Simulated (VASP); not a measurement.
Write the native input for VASP 6.6.1 that does the following.

```yaml
Task: relaxation of cell and atoms
Functional: PBE
Potentials_or_basis: VASP PAW PBE potentials, release 64 (Al, Sn_d, H)
Cutoff: 600 eV
k_mesh: 4 × 4 × 4
Occupations: gaussian, width 0.1 eV
Spin: no spin polarisation
Dipole_correction: no
Further_INCAR_settings: ALGO = Normal; EDIFF = 1e-06; IBRION = 2; EDIFFG = -0.04; NSW = 90; ISIF = 3
```

The structure of AlSnH4 lies in POSCAR:

```
AlSnH4
1.0
    4.0560818200      0.0000000000      0.0000000000
    0.0000000000      4.0560818200      0.0000000000
    0.0000000000      0.0000000000      6.4865017900
Al Sn H
1 1 4
Direct
    0.0000000000      0.0000000000      0.0000000000
    0.5000000000      0.5000000000      0.5000000000
    0.0000000000      0.0000000000      0.6841862900
    0.5000000000      0.0000000000      0.0000000000
    0.0000000000      0.5000000000      0.0000000000
    0.0000000000      0.0000000000      0.3158137100
```

The input as run:

INCAR

```
PREC     = Accurate       # precision mode
ENCUT    = 600            # plane-wave cutoff, eV
EDIFF    = 1E-6           # SCF threshold, eV
ISMEAR   = 0              # smearing method
SIGMA    = 0.1            # smearing width, eV
LREAL    = False          # projectors in reciprocal space
LASPH    = True           # aspherical terms in the spheres
NELM     = 100            # most SCF steps
ALGO     = Normal         # electronic algorithm
ISIF     = 3              # what is computed and relaxed
LWAVE    = False          # write WAVECAR
LCHARG   = False          # write CHGCAR
GGA      = PE             # functional
IBRION   = 2              # ionic algorithm
NSW      = 90             # ionic steps
EDIFFG   = -0.04          # ionic threshold
```

KPOINTS

```
regular mesh
0
Gamma
  4 4 4
```

Potentials or basis: VASP PAW PBE potentials, release 64 (Al, Sn_d, H).

The run is started by

```console
$ cat potpaw_PBE.64/Al/POTCAR potpaw_PBE.64/Sn_d/POTCAR potpaw_PBE.64/H/POTCAR > POTCAR
$ mpirun -np 1 vasp_std > vasp.out
```

It gave:

```yaml
Relaxed_volume: 11.27 Å³/atom
Relaxed_cell: a = 3.402 Å, b = 3.402 Å, c = 5.845 Å, α = 90.00°, β = 90.00°, γ = 90.00°
Space_group_after_relaxing_to_0.1_Å: P4/mmm (No. 123)
Energy_gained_by_relaxing: 348.7 meV/atom
Ionic_steps: 11
Pressure_after_relaxing: 0.2 GPa
Largest_force_after_relaxing: 0.039 eV/Å
Band_gap_on_the_k_mesh: zero (an odd number of electrons rules out a gap without spin polarisation)
```

Caveat: the k points lie up to 0.46 Å⁻¹ apart in the final cell, too coarse for converged energies and pressures of a metal; the volume moved by over 15 % at a fixed basis, so the end points are rough; spin-orbit coupling is left out, which moves the levels of the heavy elements.

It took 6.1 min on 1 thread of Intel Xeon 8259CL, with other jobs on the host, peak memory 0.27 GiB.
